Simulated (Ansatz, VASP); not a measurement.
One calculation of CsZn4Mo, two programs

File INCAR:

```
SYSTEM = CsZn4Mo
  ALGO = Fast
  EDIFF = 1E-6
  EDIFFG = -0.04
  ENCUT = 600
  GGA = PE
  IBRION = 2
  ISIF = 3
  ISMEAR = 0
  LASPH = .TRUE.
  LCHARG = .FALSE.
  LREAL = .FALSE.
  LWAVE = .FALSE.
  NELM = 60
  NSW = 90
  PREC = Accurate
  SIGMA = 0.1
```

The input KPOINTS:

```
k-points
0
G
  6 6 2
  0 0 0
```

File POSCAR:

```
CsZn4Mo
1.0
    4.4588273200      0.0000000000      0.0000000000
   -2.2294136600      3.8614577300      0.0000000000
    0.0000000000      0.0000000000      7.9391594100
Cs Zn Mo
1 4 1
Direct
    0.3333333300      0.6666666700      0.5000000000
    0.3333333300      0.6666666700      0.1351072500
    0.3333333300      0.6666666700      0.8648927500
    0.0000000000      0.0000000000      0.7606892600
    0.0000000000      0.0000000000      0.2393107400
    0.0000000000      0.0000000000      0.5000000000
```

Input for Ansatz:

```yaml
crystal:
  lattice:
    - [4.45882732, 0.0, 0.0]
    - [-2.22941366, 3.86145773, 0.0]
    - [0.0, 0.0, 7.93915941]
  atoms:
    - { symbol: Cs, position: [0.33333333, 0.66666667, 0.5] }
    - { symbol: Zn, position: [0.33333333, 0.66666667, 0.13510725] }
    - { symbol: Zn, position: [0.33333333, 0.66666667, 0.86489275] }
    - { symbol: Zn, position: [0.0, 0.0, 0.76068926] }
    - { symbol: Zn, position: [0.0, 0.0, 0.23931074] }
    - { symbol: Mo, position: [0.0, 0.0, 0.5] }
basis:
  ecutwfc: 420
kpoints:
  mp_grid: { grid: [6, 6, 2] }
hamiltonian:
  xc: pbe
scf:
  occupations: { method: gaussian, width: 0.1 }
  lower_state_search: "off"
output:
  forces: true
  stress: true
  eigenvalues: true
relax:
  adjacent_minimum: "off"
  f_tol: 0.04
  max_steps: 70
  cell: { stress_tol: 0.4 }
```

Alike in both runs: task relaxation of cell and atoms; functional PBE; k mesh 6 × 6 × 2; occupations gaussian, width 0.1 eV; no spin polarisation.

```csv
,VASP,Ansatz
version,VASP 6.6.1,Ansatz 0.2.0
potentials or method,"VASP PAW PBE potentials, release 64 (Cs_sv, Zn, Mo_sv), cutoff 600 eV","scalar-relativistic, plane waves, PAW"
valence electrons in the cell,71,71
```

```csv
,VASP,Ansatz,Ansatz less VASP
"gap on the k mesh at the Fermi level, each at its own relaxed structure (eV)",none,none,-
relaxed volume (Å³/atom),27.34,26.78,-0.561
relaxed cell length with the largest relative difference (Å),4.683,4.625,-0.0587
```

A gap of «none» marks a metal or a gap that the smearing closes.

The k mesh is coarse, so the values compare programs but aren't converged. Neither program's run includes spin-orbit coupling. Noted on VASP's run: the volume moved by over 15 % at a fixed basis, so the end points are rough.
